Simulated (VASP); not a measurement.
**HfC: relaxation of cell and atoms with PBE**

The system is HfC.

```
CELL_PARAMETERS angstrom
3.14697 0.00000 0.00000
0.00000 3.14697 0.00000
0.00000 0.00000 3.92065
ATOMIC_POSITIONS crystal
Hf 0.00000 0.00000 0.00000
C 0.50000 0.50000 0.00000
```

```json
{"Program": "VASP 6.6.1", "Task": "relaxation of cell and atoms", "Functional": "PBE", "Potentials or basis": "VASP PAW PBE potentials, release 64 (Hf_pv, C)", "Cutoff": "600 eV", "k mesh": "18 × 18 × 14", "Occupations": "gaussian, width 0.1 eV", "Spin": "no spin polarisation", "Dipole correction": "no", "Further INCAR settings": "ALGO = Normal; EDIFF = 1e-06; IBRION = 2; EDIFFG = -0.01; NSW = 100; ISIF = 3"}
```

The relaxed volume is 19.14 Å³/atom. The relaxed cell is a = 3.146 Å, b = 3.146 Å, c = 3.868 Å, α = 90.00°, β = 90.00°, γ = 90.00°. The space group after relaxing (to 0.05 Å) is P4/mmm (No. 123), the energy gained by relaxing is 0.1 meV/atom and the ionic steps are 15. The pressure after relaxing is -0.1 GPa. The band gap on the k mesh is zero (band 7 reaches 4.15 eV, above the bottom of band 8 at 1.78 eV).

Stress tensor (GPa, compression positive):
```
-0.08  0.00  0.00
 0.00 -0.08  0.00
 0.00  0.00  0.01
```

The path:
```
step  energy change (eV)  largest force (eV/Å)  pressure (GPa)  volume (Å³)
   1              0.0000                0.0000           -0.29        38.83
   2              0.0003                0.0000            0.65        38.63
   3             -0.0001                0.0000           -0.02        38.77
   4             -0.0001                0.0000           -0.02        38.77
   5             -0.0001                0.0000           -0.03        38.77
   6             -0.0001                0.0000           -0.03        38.75
   7             -0.0001                0.0000           -0.02        38.69
   8             -0.0002                0.0000            0.04        38.58
   9             -0.0002                0.0000            0.14        38.34
  10             -0.0002                0.0000            0.13        38.34
  11             -0.0002                0.0000            0.06        38.32
  12             -0.0002                0.0000           -0.08        38.29
  13             -0.0002                0.0000           -0.08        38.28
  14             -0.0002                0.0000           -0.06        38.29
  15             -0.0002                0.0000           -0.05        38.28
```

Final structure:
```
Hf C
1.0
     3.14623    0.00000    0.00000
     0.00000    3.14623    0.00000
     0.00000    0.00000    3.86756
Hf C
1 1
Direct
  0.00000 0.00000 0.00000
  0.50000 0.50000 0.00000
```

Levels at points of the mesh, in eV from the Fermi level:
```tsv
k point	band 5	band 6	band 7	band 8	band 9	band 10
(0.00, 0.00, 0.00)	-1.50	-0.27	0.13	1.51	1.51	4.49
(0.50, 0.00, 0.00)	-4.80	-2.24	-1.41	-0.03	4.97	5.49
(0.50, 0.50, 0.00)	-0.63	-0.63	1.01	1.39	1.96	1.96
(0.00, 0.00, 0.50)	-2.65	-0.10	1.62	1.62	3.70	3.73
(0.50, 0.00, 0.50)	-4.46	-2.98	-2.18	2.78	4.26	4.37
(0.50, 0.50, 0.50)	-0.23	-0.23	0.24	0.39	0.39	4.71
```

Wall time 11 min on 1 thread of Intel(R) Xeon(R) Platinum 8488C (Sapphire Rapids), with other jobs on the host, peak memory 0.4 GiB.

Caveat: spin-orbit coupling is left out, which moves the levels of the heavy elements.
